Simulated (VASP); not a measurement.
A run of VASP 6.6.1 is set up as follows.

INCAR

```
SYSTEM = MoRu3W
PREC = Accurate ; ENCUT = 560
EDIFF = 1E-6 ; ISMEAR = 0
SIGMA = 0.1 ; LREAL = .FALSE.
LASPH = .TRUE. ; NELM = 120
ALGO = Normal ; ISIF = 2
LWAVE = .FALSE. ; LCHARG = .FALSE.
GGA = PE ; NBANDS = 46
GGA_COMPAT = .FALSE.
```

KPOINTS

```
Automatic mesh
0
G
  4 4 4
  0 0 0
```

Contents of POSCAR:

```
MoRu3W
1.0
    4.3045773700      0.0000000000      0.0000000000
    0.0000000000      4.3045773700      0.0000000000
    0.0000000000      0.0000000000      4.3045773700
Mo Ru W
1 3 1
Direct
    0.0000000000      0.0000000000      0.0000000000
    0.0000000000      0.5000000000      0.5000000000
    0.5000000000      0.0000000000      0.5000000000
    0.5000000000      0.5000000000      0.0000000000
    0.5000000000      0.5000000000      0.5000000000
```

Potentials or basis: VASP PAW PBE potentials, release 64 (Mo_sv, Ru_sv, W_sv).

Run with:

```sh
$ cat potpaw_PBE.64/Mo_sv/POTCAR potpaw_PBE.64/Ru_sv/POTCAR potpaw_PBE.64/W_sv/POTCAR > POTCAR
$ mpirun -np 1 vasp_std > vasp.out
```

Problem. Estimate the band gap on the k mesh.

Solution. Zero (bands 38 and 39 overlap by 1.11 eV).

Problem. Predict the pressure.

Solution. 52.1 GPa.

Caveat: the k points lie up to 0.36 Å⁻¹ apart, too coarse for converged energies and pressures of a metal; spin-orbit coupling is left out, which moves the levels of the heavy elements.
